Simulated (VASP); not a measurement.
# SnTe (R-3m) in VASP: further runs, part 3 of 3

VASP 6.6.1. The steps go on from the part before.

**5. Electric field gradients, LDA (equal xy, yz and zx shear strains of +2 %)**

Input file INCAR:

```
SYSTEM = SnTe
  PREC = Accurate
  ENCUT = 520
  EDIFF = 1E-8
  ISMEAR = -1
  SIGMA = 0.08
  LREAL = .False.
  LASPH = .True.
  NELM = 100
  ALGO = Normal
  ISIF = 2
  LWAVE = .False.
  LCHARG = .False.
  LEFG = .True.
  NBANDS = 17
```

Input file KPOINTS:

```
Automatic mesh
0
Gamma
  11 11 11
  0 0 0
```

Input file POSCAR:

```
SnTe
1.0
    0.0631300000      3.1880650000      3.1880650000
    3.1880650000      0.0631300000      3.1880650000
    3.1880650000      3.1880650000      0.0631300000
Sn Te
1 1
Direct
    0.0000000000      0.0000000000      0.0000000000
    0.5000000000      0.5000000000      0.5000000000
```

Potentials or basis: VASP PAW LDA potentials, release 64 (Sn_d, Te).

Run with:

```bash
$ cat potpaw_LDA.64/Sn_d/POTCAR potpaw_LDA.64/Te/POTCAR > POTCAR
$ mpirun -np 1 vasp_std > vasp.out
```

OUTCAR:

```text
SYSTEM = SnTe
   PREC = Accurate
   ENCUT = 520
   EDIFF = 1E-8
   ISMEAR = -1
   LREAL = .False.
   LASPH = .True.
   NELM = 100
   ISIF = 2

 ion  position               nearest neighbor table
   1  0.000  0.000  0.000-   2 3.16   2 3.16   2 3.16   2 3.16   2 3.16   2 3.16
   2  0.500  0.500  0.500-   1 3.16   1 3.16   1 3.16   1 3.16   1 3.16   1 3.16

  LATTYP: Found a trigonal (rhomboedric) cell.
 ALAT       =     4.5090467158
 COS(alpha) =     0.5197000882

  Lattice vectors:

 A1 = (   0.0631300000,   3.1880650000,   3.1880650000)
 A2 = (   3.1880650000,   0.0631300000,   3.1880650000)
 A3 = (   3.1880650000,   3.1880650000,   0.0631300000)

Analysis of symmetry for initial positions (statically):
=====================================================================
 Subroutine PRICEL returns:
 Original cell was already a primitive cell.

 Routine SETGRP: Setting up the symmetry group for a
 trigonal (rhombohedral) supercell.

 Subroutine GETGRP returns: Found 12 space group operations
 (whereof 12 operations were pure point group operations)
 out of a pool of 12 trial point group operations.

The static configuration has the point symmetry D_3d.

Analysis of symmetry for dynamics (positions and initial velocities):
=====================================================================
 Subroutine PRICEL returns:
 Original cell was already a primitive cell.

 Routine SETGRP: Setting up the symmetry group for a
 trigonal (rhombohedral) supercell.

 Subroutine GETGRP returns: Found 12 space group operations
 (whereof 12 operations were pure point group operations)
 out of a pool of 12 trial point group operations.

[... 160 lines left out ...]
      4     -15.1080      2.00000
      5     -15.1078      2.00000
      6      -6.1065      2.00000
[... 457 lines left out ...]
      4     -15.1046      2.00000
      5     -15.1029      2.00000
      6      -5.4101      2.00000
[... 9 lines left out ...]
     16      14.6005      0.00000
     17      14.8074      0.00000

 [... further k-points ...]

------------------------ aborting loop because EDIFF is reached ----------------------------------------

  FORCE on cell =-STRESS in cart. coord.  units (eV):
  Direction    XX          YY          ZZ          XY          YZ          ZX
  --------------------------------------------------------------------------------------
  -------------------------------------------------------------------------------------
  Total       -0.6572594     -0.6572594     -0.6572594     -0.1349811     -0.1349811     -0.1349811
  in kB      -16.7467084    -16.7467084    -16.7467084     -3.4392645     -3.4392645     -3.4392645
  external PRESSURE =     -16.7467084 kB  Pullay stress =       0.0000000 kB

 VOLUME and BASIS-vectors are now :
 -----------------------------------------------------------------------------
  energy-cutoff  :      520.00
  volume of cell :       62.88
      direct lattice vectors                 reciprocal lattice vectors
     0.063130000  3.188065000  3.188065000    -0.161571988  0.158434668  0.158434668
     3.188065000  0.063130000  3.188065000     0.158434668 -0.161571988  0.158434668
     3.188065000  3.188065000  0.063130000     0.158434668  0.158434668 -0.161571988

 POSITION                                       TOTAL-FORCE (eV/Angst)
 -----------------------------------------------------------------------------------
      0.00000      0.00000      0.00000        -0.000000      0.000000     -0.000000
      3.21963      3.21963      3.21963         0.000000     -0.000000      0.000000
 -----------------------------------------------------------------------------------
    total drift:                               -0.000000      0.000000      0.000000

  FREE ENERGIE OF THE ION-ELECTRON SYSTEM (eV)
  ---------------------------------------------------
  free  energy   TOTEN  =        -8.8180441644 eV

  energy  without entropy=       -8.8157383900  energy(sigma->0) =       -8.81689128

 Electric field gradients (V/A^2)
---------------------------------------------------------------------
 ion       V_xx      V_yy      V_zz      V_xy      V_xz      V_yz
---------------------------------------------------------------------
   1       0.000     0.000     0.000     0.969     0.969     0.969
   2       0.000    -0.000     0.000    11.647    11.647    11.647
---------------------------------------------------------------------

 Electric field gradients after diagonalization (V/A^2)
 (convention: |V_zz| > |V_xx| > |V_yy|)
----------------------------------------------------------------------
 ion       V_xx      V_yy      V_zz     asymmetry (V_yy - V_xx)/ V_zz
----------------------------------------------------------------------
   1      -0.969    -0.969     1.938       0.000
   2     -11.647   -11.647    23.293       0.000
----------------------------------------------------------------------

           NMR quadrupolar parameters

 Cq : quadrupolar parameter    Cq=e*Q*V_zz/h
 eta: asymmetry parameters     (V_yy - V_xx)/ V_zz
 Q  : nuclear electric quadrupole moment in mb (millibarn)
----------------------------------------------------------------------
 ion       Cq(MHz)       eta       Q (mb)
----------------------------------------------------------------------
   1       0.005       0.000       1.000
   2       0.056       0.000       1.000
----------------------------------------------------------------------
```

OSZICAR:

```text
N       E                     dE             d eps       ncg     rms          rms(c)
DAV:   1     0.126107904557E+03    0.12611E+03   -0.95261E+03  5032   0.136E+03
DAV:   2     0.316871485782E+01   -0.12294E+03   -0.11958E+03  5317   0.333E+02
DAV:   3    -0.852362492682E+01   -0.11692E+02   -0.11586E+02  6128   0.909E+01
DAV:   4    -0.887037710706E+01   -0.34675E+00   -0.34649E+00  5916   0.163E+01
DAV:   5    -0.888432156785E+01   -0.13944E-01   -0.13944E-01  7317   0.316E+00    0.450E+00
DAV:   6    -0.882316089007E+01    0.61161E-01   -0.12867E-01  7022   0.243E+00    0.285E+00
DAV:   7    -0.881892124991E+01    0.42396E-02   -0.43002E-02  6466   0.102E+00    0.770E-01
DAV:   8    -0.881805277910E+01    0.86847E-03   -0.65496E-03  6402   0.630E-01    0.140E-01
DAV:   9    -0.881806858061E+01   -0.15802E-04   -0.71172E-04  7204   0.220E-01    0.437E-02
DAV:  10    -0.881804620225E+01    0.22378E-04   -0.67401E-05  6608   0.659E-02    0.264E-02
DAV:  11    -0.881804451910E+01    0.16831E-05   -0.35654E-05  6576   0.415E-02    0.222E-02
DAV:  12    -0.881804424360E+01    0.27550E-06   -0.31611E-06  6031   0.110E-02    0.137E-02
DAV:  13    -0.881804421992E+01    0.23677E-07   -0.14313E-07  6325   0.215E-03    0.909E-03
DAV:  14    -0.881804416572E+01    0.54206E-07   -0.14593E-07  6704   0.410E-03    0.312E-03
DAV:  15    -0.881804416442E+01    0.13001E-08   -0.29613E-08  5369   0.846E-04
   1 F= -.88180442E+01 E0= -.88168913E+01  d E =-.230577E-02
```

stdout:

```text
POSCAR found type information on POSCAR SnTe
 POSCAR found :  2 types and       2 ions
 scaLAPACK will be used
 LDA part: xc-table for (Slater(with rela. corr.)+CA(PZ))
 , standard interpolation
 POSCAR, INCAR and KPOINTS ok, starting setup
 FFT: planning ... GRIDC
 FFT: planning ... GRID_SOFT
 FFT: planning ... GRID
 WAVECAR not read
 entering main loop
ion   1

ion   2
```

Wall time 3.8 min (1 thread of AMD EPYC 7R43 (Zen 3), shared host); peak memory 0.25 GiB.

What came out:

| Property | Result |
| --- | --- |
| Free energy | -8.8180 eV |
| Pressure | -1.7 GPa |
| Band gap on the k mesh | 0.18 eV (least direct gap 0.39 eV) |
| Largest electric field gradient by atom | Sn +1.9; Te +23.3 V/Å² |

Levels at points of the mesh, in eV from the valence-band top:
```
           k point  band 7  band 8  band 9  band 10  band 11  band 12  band 13  band 14
(0.00, 0.00, 0.00)   -4.77   -2.25   -1.96    -1.96     3.30     3.30     3.39     4.60
```

Electric field gradients, principal values (V/Å²):
| atom | least | middle | greatest (by size) |
| --- | --- | --- | --- |
| 1 Sn | -0.969 | -0.969 | 1.938 |
| 2 Te | -11.647 | -11.647 | 23.293 |

Caveat: the cell differs from its parent crystal (equal xy, yz and zx shear strains of +2 %); semilocal functionals underestimate gaps, and a narrow one can read as zero; without QUAD_EFG the Cq values of the log hold for a quadrupole moment of 1 mb, not for the nuclei; spin-orbit coupling is left out, which moves the levels of the heavy elements. A k mesh can miss the band edges.

**6. Summary**

```csv
cell,gap on the mesh (eV),pressure (GPa)
"a = 4.532 Å, angles 58.0°, 2 atoms",0.04,-1.7
"a = 4.398 Å, angles 62.0°, 2 atoms",0.12,-1.7
"a = 4.442 Å, angles 60.7°, 2 atoms",0.32,-1.7
"a = 4.509 Å, angles 58.7°, 2 atoms",0.18,-1.7
```

Alike in all rows: task electric field gradients; level LDA; potentials or basis VASP PAW LDA potentials, release 64 (Sn_d, Te); no spin polarisation; k mesh 11 × 11 × 11; cutoff (eV) 520; smearing fermi-dirac 0.08 eV.

Caveats: semilocal functionals underestimate gaps, and a narrow one can read as zero; spin-orbit coupling is left out, which moves the levels of the heavy elements; the smearing spreads over this small gap (at least some runs).

Absolute energies hang on the potentials; compare differences alone.
